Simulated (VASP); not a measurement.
# Be6N (P6/mmm) in VASP: notebook

Runs on Be6N. Level: PBE. Tasks: single point, relaxation of cell and atoms.

All numbers are computed with VASP 6.6.1; they aren't measurements. Logs are shortened: lines on timing, memory, paths and dates and some standing lists are left out, and cuts for length are marked.

## 1. The cell of the first run

It takes space group P6/mmm (No. 191, hexagonal). The conventional cell has a = 6.385 Å, b = 6.385 Å, c = 2.031 Å, α = 90.00°, β = 90.00°, γ = 120.00°. Within 2.7 Å of Be (site symmetry m2m) lie 5 Be at 2.03 to 2.14 Å and 2 N at 2.36 Å. Within 2.7 Å of N (site symmetry 6/mmm) lie 2 N at 2.03 Å and 12 Be at 2.36 Å.

## 2. Single point, PBE

INCAR

```
SYSTEM = Be6N
ALGO = Normal ; EDIFF = 1E-6
ENCUT = 520 ; GGA = PE
ISIF = 2 ; ISMEAR = 0
LASPH = .True. ; LCHARG = .False.
LREAL = .False. ; LWAVE = .False.
NBANDS = 18 ; NELM = 100
PREC = Accurate ; SIGMA = 0.1
```

KPOINTS

```
k-points
0
Gamma
  6 6 18
  0 0 0
```

POSCAR

```
Be6N
1.0
    6.3850567684      0.0000000000      0.0000000000
   -3.1925283842      5.5296213661      0.0000000000
    0.0000000000      0.0000000000      2.0307839819
Be N
6 1
Direct
    0.0000000000      0.3343792938      0.5000000000
    0.6656207062      0.6656207062      0.5000000000
    0.3343792938      0.0000000000      0.5000000000
    0.0000000000      0.6656207062      0.5000000000
    0.3343792938      0.3343792938      0.5000000000
    0.6656207062      0.0000000000      0.5000000000
    0.0000000000      0.0000000000      0.0000000000
```

Potentials or basis: VASP PAW PBE potentials, release 64 (Be, N).

Command:

```
> cat potpaw_PBE.64/Be/POTCAR potpaw_PBE.64/N/POTCAR > POTCAR
> mpirun -np 1 vasp_std > vasp.out
```

OUTCAR:

```text
SYSTEM = Be6N
   EDIFF = 1E-6
   ENCUT = 520
   GGA = PE
   ISIF = 2
   ISMEAR = 0
   LASPH = .True.
   LREAL = .False.
   NELM = 100
   PREC = Accurate

 ion  position               nearest neighbor table
   1  0.000  0.334  0.500-   4 2.11   5 2.14   6 2.14
   2  0.666  0.666  0.500-   5 2.11   4 2.14   6 2.14
   3  0.334  0.000  0.500-   6 2.11   5 2.14   4 2.14
   4  0.000  0.666  0.500-   1 2.11   2 2.14   3 2.14
   5  0.334  0.334  0.500-   2 2.11   1 2.14   3 2.14
   6  0.666  0.000  0.500-   3 2.11   2 2.14   1 2.14
   7  0.000  0.000  0.000-

  LATTYP: Found a hexagonal cell.
 ALAT       =     6.3850567684
 C/A-ratio  =     0.3180526118

  Lattice vectors:

 A1 = (   6.3850567684,   0.0000000000,   0.0000000000)
 A2 = (  -3.1925283842,   5.5296213661,   0.0000000000)
 A3 = (   0.0000000000,   0.0000000000,   2.0307839819)

Analysis of symmetry for initial positions (statically):
=====================================================================
 Subroutine PRICEL returns:
 Original cell was already a primitive cell.

 Routine SETGRP: Setting up the symmetry group for a
 hexagonal supercell.

 Subroutine GETGRP returns: Found 24 space group operations
 (whereof 24 operations were pure point group operations)
 out of a pool of 24 trial point group operations.

The static configuration has the point symmetry D_6h.

Analysis of symmetry for dynamics (positions and initial velocities):
=====================================================================
 Subroutine PRICEL returns:
 Original cell was already a primitive cell.

 Routine SETGRP: Setting up the symmetry group for a
 hexagonal supercell.

 Subroutine GETGRP returns: Found 24 space group operations
 (whereof 24 operations were pure point group operations)
 out of a pool of 24 trial point group operations.

The dynamic configuration has the point symmetry D_6h.

 Subroutine INISYM returns: Found 24 space group operations
 (whereof 24 operations are pure point group operations),
 and found     1 'primitive' translations

----------------------------------------------------------------------------------------

                                     Primitive cell

  volume of cell :      71.7008

  direct lattice vectors                    reciprocal lattice vectors
     6.385056768  0.000000000  0.000000000     0.156615679  0.090422104  0.000000000
    -3.192528384  5.529621366  0.000000000     0.000000000  0.180844209  0.000000000
     0.000000000  0.000000000  2.030783982     0.000000000  0.000000000  0.492420666

  length of vectors
     6.385056768  6.385056768  2.030783982     0.180844209  0.180844209  0.492420666

  position of ions in fractional coordinates (direct lattice)
     0.000000000  0.334379294  0.500000000
     0.665620706  0.665620706  0.500000000
     0.334379294  0.000000000  0.500000000
     0.000000000  0.665620706  0.500000000
     0.334379294  0.334379294  0.500000000
     0.665620706  0.000000000  0.500000000
     0.000000000  0.000000000  0.000000000

  ion indices of the primitive-cell ions
   primitive index   ion index
                 1           1
                 2           2
                 3           3
                 4           4
                 5           5
                 6           6
                 7           7

----------------------------------------------------------------------------------------

 KPOINTS: k-points

Automatic generation of k-mesh.
 Grid dimensions read from file:
 generate k-points for:    6    6   18

 Generating k-lattice:

  Cartesian coordinates                     Fractional coordinates (reciprocal lattice)
     0.026102613  0.015070351  0.000000000     0.166666667  0.000000000  0.000000000
     0.000000000  0.030140701  0.000000000     0.000000000  0.166666667  0.000000000
     0.000000000  0.000000000  0.027356704     0.000000000  0.000000000  0.055555556

  Length of vectors
     0.030140701  0.030140701  0.027356704

  Shift w.r.t. Gamma in fractional coordinates (k-lattice)
     0.000000000  0.000000000  0.000000000

 Subroutine IBZKPT returns following result:
 ===========================================

 Found     70 irreducible k-points:

 Following reciprocal coordinates:
            Coordinates               Weight
  0.000000  0.000000  0.000000      1.000000
  0.166667  0.000000  0.000000      6.000000
  0.333333  0.000000  0.000000      6.000000
  0.500000  0.000000  0.000000      3.000000
  0.166667  0.166667  0.000000      6.000000
  0.333333  0.166667  0.000000     12.000000
[... 16 lines left out ...]
  0.166667  0.000000  0.166667     12.000000
  0.333333  0.000000  0.166667     12.000000
 [... further k-points ...]
   k-points           NKPTS =     70   k-points in BZ     NKDIM =     70   number of bands    NBANDS=     18
   number of dos      NEDOS =    301   number of ions     NIONS =      7
   total plane-waves  NPLWV =  36864
   dimension x,y,z NGX =    48 NGY =   48 NGZ =   16
   dimension x,y,z NGXF=    96 NGYF=   96 NGZF=   32
   ions per type =               6   1
   NGX,Y,Z   is equivalent  to a cutoff of  12.50, 12.50, 13.10 a.u.
   NGXF,Y,Z  is equivalent  to a cutoff of  25.00, 25.00, 26.20 a.u.
 SYSTEM =  Be6N
   PREC   = accura    normal or accurate (medium, high low for compatibility)
   ISTART =      0    job   : 0-new  1-cont  2-samecut
   ICHARG =      2    charge: 1-file 2-atom 10-const
   ISPIN  =      1    spin polarized calculation?
   LNONCOLLINEAR =      F non collinear calculations
   LSORBIT =      F    spin-orbit coupling
   LASPH  =      T    aspherical Exc in radial PAW
   ENCUT  =  520.0 eV  38.22 Ry    6.18 a.u.  11.87 11.87  3.78*2*pi/ulx,y,z
   NELM   =    100;   NELMIN=  2; NELMDL= -5     # of ELM steps
   EDIFF  = 0.1E-05   stopping-criterion for ELM
   LREAL  =      F    real-space projection
   EDIFFG = 0.1E-04   stopping-criterion for IOM
   NSW    =      0    number of steps for IOM
   IBRION =     -1    ionic relax: 0-MD 1-quasi-New 2-CG
   NFREE  =      0    steps in history (QN), initial steepest desc. (CG)
   ISIF   =      2    stress and relaxation
   ISYM   =      2    0-nonsym 1-usesym 2-fastsym
   POTIM  = 0.5000    time-step for ionic-motion
   TEBEG  =    0.0;   TEEND  =   0.0 temperature during run
   PSTRESS=    0.0 pullay stress
   NELECT =      17.0000    total number of electrons
   NUPDOWN=      -1.0000    fix difference up-down
   EMIN   =  10.00;   EMAX   =-10.00  energy-range for DOS
   EFERMI =   0.00;   METHOD = LEGACY
   ISMEAR =     0;   SIGMA  =   0.10  broadening in eV -4-tet -1-fermi 0-gaus
   EFERMI_NEDOS =   21; number of points for ismear=-14 and -15
   IALGO  =     38    algorithm
   IMIX   =      4    mixing-type and parameters
     AMIX     =   0.40;   BMIX     =  1.00
     AMIX_MAG =   1.60;   BMIX_MAG =  1.00
  volume/ion in A,a.u.               =      10.24        69.12
  Fermi-wavevector in a.u.,A,eV,Ry     =   1.013250  1.914764 13.968762  1.026675
  Thomas-Fermi vector in A             =   2.146407
   LORBIT       =      0    0 simple, 1 ext, 2 COOP (PROOUT), +10 PAW based schemes
   GGA     = PE    functional components
   LHFCALC =     F    Hartree Fock is set to
   AEXX    =    0.0000 exact exchange contribution
   IVDW    =     0    specifies the selected vdW correction
   LEPSILON=     F    determine dielectric tensor
   LRPA    =     F    only Hartree local field effects (RPA)
 non-spin polarized calculation
 Gauss-broadening in eV      SIGMA  =   0.10
  energy-cutoff  :      520.00
  volume of cell :       71.70
 maximum number of plane-waves:      1950
 NGX is ok and might be reduce to    48
   NGX = 23   NGY = 23   NGZ =  7

 number of electron      17.0000001 magnetization

 Free energy of the ion-electron system (eV)
  ---------------------------------------------------
  ext. energy  EPLUGINS =         0.00000000
  ---------------------------------------------------
  free energy    TOTEN  =       -22.68814893 eV

  energy without entropy =      -22.67700074  energy(sigma->0) =      -22.68257484

 E-fermi :   4.1148     XC(G=0):  -9.7523

 val. band max:        4.0998370825   @ k =   0.0000   0.0000   0.0000
 cond. band min:       4.1325208353   @ k =   0.3333   0.0000   0.5000
 fundamental gap:      0.0326837528
 Fermi energy:         4.1148256667

 k-point     1 :       0.0000    0.0000    0.0000
  band No.  band energies     occupation
      1     -12.7207      2.00000
      2      -3.6762      2.00000
      3      -3.6762      2.00000
      4      -3.3717      2.00000
      5      -0.9177      2.00000
      6      -0.9177      2.00000
[... 10 lines left out ...]
     17      11.9828      0.00000
     18      11.9828      0.00000

 k-point     2 :       0.1667    0.0000    0.0000
  band No.  band energies     occupation
      1     -12.7196      2.00000
      2      -4.0104      2.00000
      3      -3.7123      2.00000
      4      -2.9120      2.00000
      5      -1.1743      2.00000
      6      -0.7284      2.00000
[... 10 lines left out ...]
     17      11.2398      0.00000
     18      12.6237      0.00000

 k-point     3 :       0.3333    0.0000    0.0000
  band No.  band energies     occupation
      1     -12.7174      2.00000
      2      -4.2879      2.00000
      3      -3.7785      2.00000
      4      -2.4363      2.00000
      5      -1.2349      2.00000
      6      -0.2377      2.00000
[... 10 lines left out ...]
     17      11.4358      0.00000
     18      12.9419      0.00000

 k-point     4 :       0.5000    0.0000    0.0000
  band No.  band energies     occupation
      1     -12.7163      2.00000
      2      -4.3824      2.00000
      3      -3.8090      2.00000
      4      -2.3340      2.00000
      5      -0.8892      2.00000
      6       0.1749      2.00000
[... 10 lines left out ...]
     17      12.0380      0.00000
     18      12.4513      0.00000

 k-point     5 :       0.1667    0.1667    0.0000
  band No.  band energies     occupation
      1     -12.7179      2.00000
      2      -4.2075      2.00000
      3      -3.8176      2.00000
      4      -2.4391      2.00000
      5      -1.3633      2.00000
      6      -0.3892      2.00000
[... 10 lines left out ...]
     17      11.9932      0.00000
     18      12.6970      0.00000

 k-point     6 :       0.3333    0.1667    0.0000
  band No.  band energies     occupation
      1     -12.7163      2.00000
      2      -4.3186      2.00000
      3      -3.9453      2.00000
      4      -2.0278      2.00000
      5      -1.1870      2.00000
      6      -0.3396      2.00000
[... 10 lines left out ...]
     17      11.9601      0.00000
     18      13.1336      0.00000

 k-point     7 :       0.3333    0.3333    0.0000
  band No.  band energies     occupation
      1     -12.7157      2.00000
      2      -4.1910      2.00000
      3      -4.1910      2.00000
      4      -1.2703      2.00000
      5      -1.1944      2.00000
      6      -1.1944      2.00000
[... 10 lines left out ...]
     17      13.2997      0.00000
     18      13.9868      0.00000

 k-point     8 :       0.0000    0.0000    0.0556
  band No.  band energies     occupation
      1     -12.6365      2.00000
      2      -3.5905      2.00000
      3      -3.5905      2.00000
      4      -3.2889      2.00000
      5      -0.8366      2.00000
      6      -0.8366      2.00000
[... 10 lines left out ...]
     17      12.0122      0.00000
     18      12.0122      0.00000
[... 229 lines left out ...]
     17      12.2778      0.00000
     18      12.7524      0.00000

 k-point    20 :       0.3333    0.1667    0.1111
  band No.  band energies     occupation
      1     -12.3805      2.00000
      2      -3.9854      2.00000
      3      -3.6112      2.00000
      4      -1.6961      2.00000
      5      -0.8216      2.00000
      6       0.0008      2.00000
[... 10 lines left out ...]
     17      12.1659      0.00000
     18      13.2622      0.00000

 k-point    21 :       0.3333    0.3333    0.1111
  band No.  band energies     occupation
      1     -12.3799      2.00000
      2      -3.8579      2.00000
      3      -3.8579      2.00000
      4      -0.9752      2.00000
      5      -0.8236      2.00000
      6      -0.8236      2.00000
[... 10 lines left out ...]
     17      13.7268      0.00000
     18      13.8455      0.00000

 k-point    22 :       0.0000    0.0000    0.1667
  band No.  band energies     occupation
      1     -11.9699      2.00000
      2      -2.9154      2.00000
      3      -2.9154      2.00000
      4      -2.6331      2.00000
      5      -0.1958      2.00000
      6      -0.1958      2.00000
[... 10 lines left out ...]
     17      12.0982      0.00000
     18      12.0982      0.00000

 k-point    23 :       0.1667    0.0000    0.1667
  band No.  band energies     occupation
      1     -11.9687      2.00000
      2      -3.2602      2.00000
      3      -2.9558      2.00000
      4      -2.1680      2.00000
      5      -0.4028      2.00000
      6       0.0011      2.00000
[... 10 lines left out ...]
     17      11.7076      0.00000
     18      12.8208      0.00000

 k-point    24 :       0.3333    0.0000    0.1667
  band No.  band energies     occupation
      1     -11.9664      2.00000
      2      -3.5424      2.00000
      3      -3.0291      2.00000
      4      -1.6974      2.00000
      5      -0.4220      2.00000
      6       0.5076      2.00000
[... 10 lines left out ...]
     17      11.3220      0.00000
     18      13.2431      0.00000

 [... further k-points ...]
[... 5 lines left out ...]
  --------------------------------------------------------------------------------------
  -------------------------------------------------------------------------------------
  Total        0.0220843      0.0220843      0.0451219      0.0000000      0.0000000      0.0000000
  in kB        0.4934803      0.4934803      1.0082643      0.0000000      0.0000000      0.0000000
  external PRESSURE =       0.6650750 kB  Pullay stress =       0.0000000 kB

 VOLUME and BASIS-vectors are now :
 -----------------------------------------------------------------------------
  energy-cutoff  :      520.00
  volume of cell :       71.70
      direct lattice vectors                 reciprocal lattice vectors
     6.385056768  0.000000000  0.000000000     0.156615679  0.090422104  0.000000000
    -3.192528384  5.529621366  0.000000000     0.000000000  0.180844209  0.000000000
     0.000000000  0.000000000  2.030783982     0.000000000  0.000000000  0.492420666

 POSITION                                       TOTAL-FORCE (eV/Angst)
 -----------------------------------------------------------------------------------
     -1.06752      1.84899      1.01539         0.000398     -0.000689     -0.000000
      2.12501      3.68063      1.01539         0.000398      0.000689      0.000000
      2.13503      0.00000      1.01539        -0.000796      0.000000      0.000000
     -2.12501      3.68063      1.01539        -0.000398      0.000689      0.000000
      1.06752      1.84899      1.01539        -0.000398     -0.000689     -0.000000
      4.25003      0.00000      1.01539         0.000796     -0.000000     -0.000000
      0.00000      0.00000      0.00000        -0.000000      0.000000      0.000000
 -----------------------------------------------------------------------------------
    total drift:                               -0.000000     -0.000000     -0.000000

  FREE ENERGIE OF THE ION-ELECTRON SYSTEM (eV)
  ---------------------------------------------------
  free  energy   TOTEN  =       -22.6881489340 eV

  energy  without entropy=      -22.6770007427  energy(sigma->0) =      -22.68257484
```

Wall time 63 s (1 thread of Intel Xeon Platinum 8259CL at 2.50GHz (Skylake/Cascade Lake), shared host); peak memory 0.22 GiB.

Results:

```
Free energy : -22.6881 eV
Pressure    : 0.1 GPa
```

(Part 1 of 3 ends here.)
